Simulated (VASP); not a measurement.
# ZnO (P6_3mc) in VASP: further runs, part 2 of 2

VASP 6.6.1. The steps go on from the part before.

**4. Single point, LDA (c/a of the conventional cell at fixed volume 1.7462)**

Contents of INCAR:

```
SYSTEM = ZnO
PREC = Accurate
ENCUT = 520
EDIFF = 1E-6
ISMEAR = 0
SIGMA = 0.05
LREAL = .FALSE.
LASPH = .TRUE.
NELM = 60
ALGO = Normal
ISIF = 2
LWAVE = .FALSE.
LCHARG = .FALSE.
GGA = CA
NBANDS = 26
```

Contents of KPOINTS:

```
regular mesh
0
G
  12 12 6
  0 0 0
```

Contents of POSCAR:

```
ZnO
1.0
    3.1064546507      0.0000000000      0.0000000000
   -1.5532273253      2.6902686432      0.0000000000
    0.0000000000      0.0000000000      5.4244911111
Zn O
2 2
Direct
    0.3333333333      0.6666666667      0.0018514197
    0.6666666667      0.3333333333      0.5018514197
    0.3333333333      0.6666666667      0.3350338920
    0.6666666667      0.3333333333      0.8350338920
```

Potentials or basis: VASP PAW LDA potentials, release 64 (Zn, O).

Command:

```
$ cat potpaw_LDA.64/Zn/POTCAR potpaw_LDA.64/O/POTCAR > POTCAR
$ mpirun -np 1 vasp_std > vasp.out
```

OUTCAR:

```text
SYSTEM = ZnO
   PREC = Accurate
   ENCUT = 520
   EDIFF = 1E-6
   ISMEAR = 0
   LREAL = .FALSE.
   LASPH = .TRUE.
   NELM = 60
   ISIF = 2
   GGA = CA

 ion  position               nearest neighbor table
   1  0.333  0.667  0.002-   3 1.81   4 2.01   4 2.01   4 2.01
   2  0.667  0.333  0.502-   4 1.81   3 2.01   3 2.01   3 2.01
   3  0.333  0.667  0.335-   1 1.81   2 2.01   2 2.01   2 2.01
   4  0.667  0.333  0.835-   2 1.81   1 2.01   1 2.01   1 2.01

  LATTYP: Found a hexagonal cell.
 ALAT       =     3.1064546507
 C/A-ratio  =     1.7462000000

  Lattice vectors:

 A1 = (   3.1064546507,   0.0000000000,   0.0000000000)
 A2 = (  -1.5532273253,   2.6902686432,   0.0000000000)
 A3 = (   0.0000000000,   0.0000000000,   5.4244911111)

Analysis of symmetry for initial positions (statically):
=====================================================================
 Subroutine PRICEL returns:
 Original cell was already a primitive cell.

 Routine SETGRP: Setting up the symmetry group for a
 hexagonal supercell.

[... 167 lines left out ...]
  ext. energy  EPLUGINS =         0.00000000
  ---------------------------------------------------
  free energy    TOTEN  =       -20.85919073 eV

  energy without entropy =      -20.85919073  energy(sigma->0) =      -20.85919073

 E-fermi :   1.5666     XC(G=0): -11.7489

 val. band max:        1.3227777818   @ k =   0.0000   0.0000   0.0000
 cond. band min:       2.1714975341   @ k =   0.0000   0.0000   0.0000
 fundamental gap:      0.8487197523
 Fermi energy:         1.5665916034

 k-point     1 :       0.0000    0.0000    0.0000
  band No.  band energies     occupation
      1     -16.8569      2.00000
      2     -16.0740      2.00000
      3      -5.2661      2.00000
      4      -5.1886      2.00000
      5      -4.5047      2.00000
      6      -4.5047      2.00000
[... 685 lines left out ...]
     25      14.4664      0.00000
     26      15.7079      0.00000

 [... further k-points ...]
[... 5 lines left out ...]
  --------------------------------------------------------------------------------------
  -------------------------------------------------------------------------------------
  Total       -0.6917626     -0.6917626      2.3741876     -0.0000000      0.0000000      0.0000000
  in kB      -24.4482603    -24.4482603     83.9084976     -0.0000000      0.0000000      0.0000000
  external PRESSURE =      11.6706590 kB  Pullay stress =       0.0000000 kB

 VOLUME and BASIS-vectors are now :
 -----------------------------------------------------------------------------
  energy-cutoff  :      520.00
  volume of cell :       45.33
      direct lattice vectors                 reciprocal lattice vectors
     3.106454651  0.000000000  0.000000000     0.321910381  0.185855045  0.000000000
    -1.553227325  2.690268643  0.000000000     0.000000000  0.371710090  0.000000000
     0.000000000  0.000000000  5.424491111     0.000000000  0.000000000  0.184349090

 POSITION                                       TOTAL-FORCE (eV/Angst)
 -----------------------------------------------------------------------------------
     -0.00000      1.79351      0.01004         0.000000     -0.000000     -1.829613
      1.55323      0.89676      2.72229         0.000000      0.000000     -1.829613
     -0.00000      1.79351      1.81739         0.000000      0.000000      1.829613
      1.55323      0.89676      4.52963        -0.000000     -0.000000      1.829613
 -----------------------------------------------------------------------------------
    total drift:                                0.000000      0.000001     -0.001709

  FREE ENERGIE OF THE ION-ELECTRON SYSTEM (eV)
  ---------------------------------------------------
  free  energy   TOTEN  =       -20.8591907315 eV

  energy  without entropy=      -20.8591907315  energy(sigma->0) =      -20.85919073
```

Run time: 2.5 min. Hardware: 1 thread of AMD EPYC 7R13, shared host; peak memory 0.16 GiB.

Results:

```yaml
Free_energy: -20.8592 eV
Pressure: 1.2 GPa
Largest_force: 1.830 eV/Å
Band_gap_on_the_k_mesh: 0.85 eV, direct
```

Forces in eV/Å, atoms in the order of the input:
```
Zn   0.000  0.000 -1.830
Zn   0.000  0.000 -1.830
O    0.000  0.000  1.830
O    0.000  0.000  1.830
```

Caveat: forces of over 1 eV/Å act on the atoms, so gaps and moduli don't describe the material at rest.

**5. Single point, LDA (c/a of the conventional cell at fixed volume 1.4875)**

Contents of INCAR:

```
SYSTEM = ZnO
PREC = Accurate ; ENCUT = 520
EDIFF = 1E-7 ; ISMEAR = 0
SIGMA = 0.05 ; LREAL = .FALSE.
LASPH = .TRUE. ; NELM = 60
ALGO = Normal ; ISIF = 2
LWAVE = .FALSE. ; LCHARG = .FALSE.
GGA = CA ; NBANDS = 26
```

Contents of KPOINTS:

```
Automatic mesh
0
G
  12 12 6
  0 0 0
```

Contents of POSCAR:

```
ZnO
1.0
    3.2770068899      0.0000000000      0.0000000000
   -1.6385034449      2.8379712150      0.0000000000
    0.0000000000      0.0000000000      4.8745477487
Zn O
2 2
Direct
    0.3333333333      0.6666666667      0.0018514197
    0.6666666667      0.3333333333      0.5018514197
    0.3333333333      0.6666666667      0.4254632686
    0.6666666667      0.3333333333      0.9254632686
```

Command:

```
$ cat potpaw_LDA.64/Zn/POTCAR potpaw_LDA.64/O/POTCAR > POTCAR
$ mpirun -np 1 vasp_std > vasp.out
```

Wall time 2.7 min (1 thread of AMD EPYC 7R13, shared host); peak memory 0.16 GiB.

Results (log left out):

* Free energy: -21.0469 eV
* Pressure: -0.1 GPa
* Largest force: 0.406 eV/Å
* Band gap on the k mesh: 0.91 eV, direct

Forces on the atoms (eV/Å):
```
Zn   0.000  0.000  0.406
Zn   0.000  0.000  0.406
O    0.000  0.000 -0.406
O    0.000  0.000 -0.406
```

Stress tensor (GPa, compression positive):
```
 0.27  0.00  0.00
 0.00  0.27  0.00
 0.00  0.00 -0.75
```

Levels at points of the mesh, in eV from the valence-band top:
```csv
k point,band 15,band 16,band 17,band 18,band 19,band 20,band 21,band 22
"(0.00, 0.00, 0.00)",-0.71,-0.43,0.00,0.00,0.91,4.91,8.82,12.19
"(0.50, 0.00, 0.00)",-2.73,-2.56,-1.28,-1.23,5.89,6.64,8.20,8.24
"(0.00, 0.00, 0.50)",-0.34,-0.34,-0.34,-0.34,3.69,3.69,10.42,10.42
"(0.50, 0.00, 0.50)",-1.87,-1.87,-0.99,-0.99,5.79,5.79,8.60,8.60
```

**6. Overview**

```csv
cell,gap on the mesh (eV),pressure (GPa),largest force (eV/Å)
"a = 3.187, b = 3.187, c = 5.153 Å, angles 90.0, 90.0, 120.0°, 4 atoms",0.86,4.6,0.77
"a = 3.277, b = 3.277, c = 4.875 Å, angles 90.0, 90.0, 120.0°, 4 atoms",0.91,-0.1,0.41
"a = 3.106, b = 3.106, c = 5.424 Å, angles 90.0, 90.0, 120.0°, 4 atoms",0.85,1.2,1.83
```

Some of these runs hold the atoms at other places in the same cell, which the table doesn't show; runs alike in all that it shows share one row.

Alike in all rows: task single point; level LDA; potentials or basis VASP PAW LDA potentials, release 64 (Zn, O); no spin polarisation; k mesh 12 × 12 × 6; cutoff (eV) 520; smearing gaussian 0.05 eV.

Caveats: forces of over 1 eV/Å act on the atoms, so gaps and moduli don't describe the material at rest (some runs).

Absolute energies hang on the potentials; compare differences alone.
